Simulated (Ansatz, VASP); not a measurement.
Two plane-wave programs on PbSe

```
CELL_PARAMETERS angstrom
2.15488 -6.13395 0.00000
2.15488 6.13395 0.00000
0.00000 0.00000 4.45049
ATOMIC_POSITIONS crystal
Pb 0.63176 0.36824 0.75000
Pb 0.36824 0.63176 0.25000
Se 0.86129 0.13871 0.75000
Se 0.13871 0.86129 0.25000
```

Alike in both runs: task single point; functional PBEsol; k mesh 10 × 10 × 10; occupations gaussian, width 0.05 eV; no spin polarisation.

|  | VASP | Ansatz |
| --- | --- | --- |
| version | VASP 6.6.1 | Ansatz 0.2.0 |
| potentials or method | VASP PAW PBE potentials, release 64 (Pb_d, Se), cutoff 520 eV | scalar-relativistic, plane waves, PAW |
| valence electrons in the cell | 40 | 60 |

```csv
,VASP,Ansatz,Ansatz less VASP
gap on the k mesh at the Fermi level (eV),0.82,0.82,0.000
pressure (GPa),-1.7,-1.7,-0.02
"traceless stress, the component that is largest in VASP (GPa)",0.24,0.22,-0.019
rms of the force components (eV/Å),0.021,0.019,-0.0022
```

VASP's potentials were made for PBE, not for PBEsol. Atom by atom the forces differ by 0.005 eV/Å (rms over components). VASP's potentials hold 40 valence electrons a cell and Ansatz's 60, so a difference there can come from the potentials and not from the codes.

Spin-orbit coupling is off throughout.
